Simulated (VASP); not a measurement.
Set up this calculation in VASP 6.6.1, as the native input.

| Quantity | Value |
| --- | --- |
| Task | single point |
| Functional | PBE |
| Potentials or basis | VASP PAW PBE potentials, release 64 (In_d, O) |
| Cutoff | 520 eV |
| k mesh | 13 × 13 × 13 |
| Occupations | fermi-dirac, width 0.0612256 eV |
| Spin | no spin polarisation |
| Dipole correction | no |
| Further INCAR settings | ALGO = Normal; EDIFF = 1e-06; NBANDS = 24 |

The structure of InO3 (ReO3 type) lies in POSCAR:

```
InO3
1.0
    4.2951557864      0.0000000000      0.0000000000
    0.0000000000      4.2951557864      0.0000000000
    0.0000000000      0.0000000000      4.2951557864
In O
1 3
Direct
    0.0000000000      0.0000000000      0.0000000000
    0.5000000000      0.0000000000      0.0000000000
    0.0000000000      0.5000000000      0.0000000000
    0.0000000000      0.0000000000      0.5000000000
```

The input as run:

INCAR

```
SYSTEM = InO3
PREC = Accurate
ENCUT = 520
EDIFF = 1E-6
ISMEAR = -1
SIGMA = 0.06122561905347299
LREAL = .False.
LASPH = .True.
NELM = 60
ALGO = Normal
ISIF = 2
LWAVE = .False.
LCHARG = .True.
GGA = PE
LELF = .True.
LVHAR = .True.
NBANDS = 24
```

KPOINTS

```
Automatic mesh
0
Gamma
  13 13 13
  0 0 0
```

Potentials or basis: VASP PAW PBE potentials, release 64 (In_d, O).

Run with:

```bash
$ cat potpaw_PBE.64/In_d/POTCAR potpaw_PBE.64/O/POTCAR > POTCAR
$ mpirun -np 1 vasp_std > vasp.out
```

It gave:

| Property | Result |
| --- | --- |
| Pressure | -3.2 GPa |

Caveat: an odd number of electrons without spin polarisation forces a metal; a magnetic or distorted state may lie lower.

It took 93 s on 1 thread of AMD EPYC 9R45 (Zen 5) (shared host), peak memory 0.23 GiB.
